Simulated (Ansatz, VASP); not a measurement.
**CdF2: VASP beside Ansatz**

```xyz
3
Lattice="0.0000 2.7468 2.7468 2.7468 0.0000 2.7468 2.7468 2.7468 0.0000" Properties=species:S:1:pos:R:3 pbc="T T T"
Cd    0.0000    0.0000    0.0000
F     4.1203    4.1203    4.1203
F     1.3734    1.3734    1.3734
```

Alike in both runs: task single point; functional PBE; k mesh 9 × 9 × 9; occupations fermi-dirac, width 0.05 eV; no spin polarisation.

|  | VASP | Ansatz |
| --- | --- | --- |
| version | VASP 6.6.1 | Ansatz 0.2.0 |
| potentials or method | VASP PAW PBE potentials, release 64 (Cd, F) | Ansatz PAW soft_1 |
| plane-wave cutoff (eV) | 520 | 420 |
| valence electrons in the cell | 26 | 34 |

```csv
,VASP,Ansatz,Ansatz less VASP
gap on the k mesh at the Fermi level (eV),2.89,2.92,+0.028
least direct gap on the mesh (eV),3.43,3.45,+0.027
pressure (GPa),-0.1,-0.6,-0.50
```

With one functional, cell and mesh, what is left measures potentials, basis and numerics. VASP's potentials hold 26 valence electrons a cell and Ansatz's 34, so a difference there can come from the potentials and not from the codes.

Noted on Ansatz's run: odd divisions of the mesh miss points on the zone boundary, where band edges often lie, so the gap on the mesh can be too wide.
